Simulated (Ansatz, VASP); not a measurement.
# WC: VASP beside Ansatz

File INCAR:

```
PREC = Accurate
ENCUT = 520
EDIFF = 1E-6
ISMEAR = -1
SIGMA = 0.05
LREAL = F
LASPH = T
NELM = 80
ALGO = Normal
ISIF = 2
LWAVE = F
LCHARG = T
GGA = PE
LELF = T
LVHAR = T
NBANDS = 16
```

The input KPOINTS:

```
regular mesh
0
Gamma
  14 14 13
```

Contents of POSCAR:

```
WC
1.0
    2.8810343969      0.0000000000      0.0000000000
   -1.4405171984      2.4950489769      0.0000000000
    0.0000000000      0.0000000000      2.8100128507
W C
1 1
Direct
    0.0000000000      0.0000000000      0.0000000000
    0.6666666667      0.3333333333      0.5000000000
```

Input for Ansatz:

```yaml
crystal:
  lattice:
    - [2.8810343969, 0.0, 0.0]
    - [-1.4405171984, 2.4950489769, 0.0]
    - [0.0, 0.0, 2.8100128507]
  atoms:
    - { symbol: W, position: [0.0, 0.0, 0.0] }
    - { symbol: C, position: [0.6666666667, 0.3333333333, 0.5] }
kpoints:
  mp_grid: { grid: [14, 14, 13] }
scf:
  occupations: { method: fermi_dirac, width: 0.05 }
hamiltonian:
  xc: pbe
  pseudopotentials: { kind: all_electron, lapw: { basis_error: 0.0005 } }
output:
  forces: true
  stress: true
  eigenvalues: true
```

Change from the starting cell: volume scaled by 0.98.

Alike in both runs: task single point; functional PBE; k mesh 14 × 14 × 13; occupations fermi-dirac, width 0.05 eV; no spin polarisation.

```csv
,VASP,Ansatz
version,VASP 6.6.1,Ansatz 0.2.0
potentials or method,"VASP PAW PBE potentials, release 64 (W_sv, C), cutoff 520 eV","all-electron LAPW, scalar-relativistic"
```

Ansatz gave:

| Quantity | Value |
| --- | --- |
| pressure (GPa) | 17.4 |
| traceless stress, the component that is largest in VASP (GPa) | 1.41 |

Problem. Estimate VASP's values.

Solution. Pressure (GPa): 18.7; traceless stress, the component that is largest in VASP (GPa): 1.63.

Ansatz ran all-electron here, and VASP with PAW potentials.

Neither program's run includes spin-orbit coupling.
